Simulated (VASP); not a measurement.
Write the native input for VASP 6.6.1 that does the following.

- Task: single point
- Functional: LDA
- Potentials or basis: VASP PAW LDA potentials, release 64 (Si, Ni)
- Cutoff: 520 eV
- k mesh: 14 × 14 × 14
- Occupations: gaussian, width 0.15 eV
- Spin: collinear spin, ferromagnetic start
- Starting moments: [0.0, 0.0, 0.25] μB
- Fixed moment: 0.25 μB
- Dipole correction: no
- Further INCAR settings: ALGO = Normal; EDIFF = 1e-07; NBANDS = 20

The structure of Si2Ni lies in POSCAR:

```
Si2Ni
1.0
    0.0000000000      2.7784916684      2.7784916684
    2.7784916684      0.0000000000      2.7784916684
    2.7784916684      2.7784916684      0.0000000000
Si Ni
2 1
Direct
    0.2500000000      0.2500000000      0.2500000000
    0.7500000000      0.7500000000      0.7500000000
    0.0000000000      0.0000000000      0.0000000000
```

These files were run (other wordings do the same):

INCAR

```
  PREC = Accurate
  ENCUT = 520
  EDIFF = 1E-7
  ISMEAR = 0
  SIGMA = 0.15
  LREAL = False
  LASPH = True
  NELM = 150
  ALGO = Normal
  ISIF = 2
  LWAVE = False
  LCHARG = False
  ISPIN = 2
  MAGMOM = 0 0 0.25
  LORBIT = 11
  NUPDOWN = 0.25
  LMAXMIX = 4
  NBANDS = 20
```

KPOINTS

```
Automatic mesh
0
Gamma
  14 14 14
```

Potentials or basis: VASP PAW LDA potentials, release 64 (Si, Ni).

Command:

```sh
$ cat potpaw_LDA.64/Si/POTCAR potpaw_LDA.64/Ni/POTCAR > POTCAR
$ mpirun -np 1 vasp_std > vasp.out
```

It gave:

- Pressure: -14.3 GPa
- Net moment: 0.25 μB per cell
- Site moments: Si +0.03; Ni +0.13 μB
- Valence electrons inside the program's atomic spheres: Si 1.56; Ni 9.64

Caveat: the total moment is fixed, so each spin has its own Fermi level.

Run time: 8.4 min on 1 thread of AMD EPYC 7R13, on a shared host, peak memory 0.22 GiB.
